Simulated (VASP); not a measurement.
Here is a VASP 6.6.1 calculation.

The input INCAR:

```
SYSTEM = ReP
PREC = Accurate ; ENCUT = 600
EDIFF = 1E-6 ; ISMEAR = 0
SIGMA = 0.05 ; LREAL = .False.
LASPH = .True. ; NELM = 60
ALGO = Normal ; ISIF = 4
LWAVE = .False. ; LCHARG = .False.
GGA = PE ; IBRION = 2
NSW = 60 ; EDIFFG = -0.01
```

File KPOINTS:

```
regular mesh
0
Gamma
  10 10 8
  0 0 0
```

The input POSCAR:

```
ReP
1.0
    3.8974428003      0.0000000000      0.0000000000
   -1.9487214002      3.3752844748      0.0000000000
    0.0000000000      0.0000000000      5.1697194598
Re P
2 2
Direct
    0.0000000000      0.0000000000      0.0000000000
    0.0000000000      0.0000000000      0.5000000000
    0.3333333333      0.6666666667      0.2500000000
    0.6666666667      0.3333333333      0.7500000000
```

Potentials or basis: VASP PAW PBE potentials, release 64 (Re, P).

The run is started by

```sh
$ cat potpaw_PBE.64/Re/POTCAR potpaw_PBE.64/P/POTCAR > POTCAR
$ mpirun -np 1 vasp_std > vasp.out
```

What does it give for the band gap on the k mesh?

Zero (bands 12 and 13 overlap by 1.13 eV).

The path:
```tsv
step	energy change (eV)	largest force (eV/Å)	pressure (GPa)	volume (Å³)
1	0.0000	0.0000	-16.77	68.01
2	-0.0038	0.0000	-16.21	68.01
3	-0.0039	0.0000	-16.28	68.01
```

Caveat: spin-orbit coupling is left out, which moves the levels of the heavy elements.
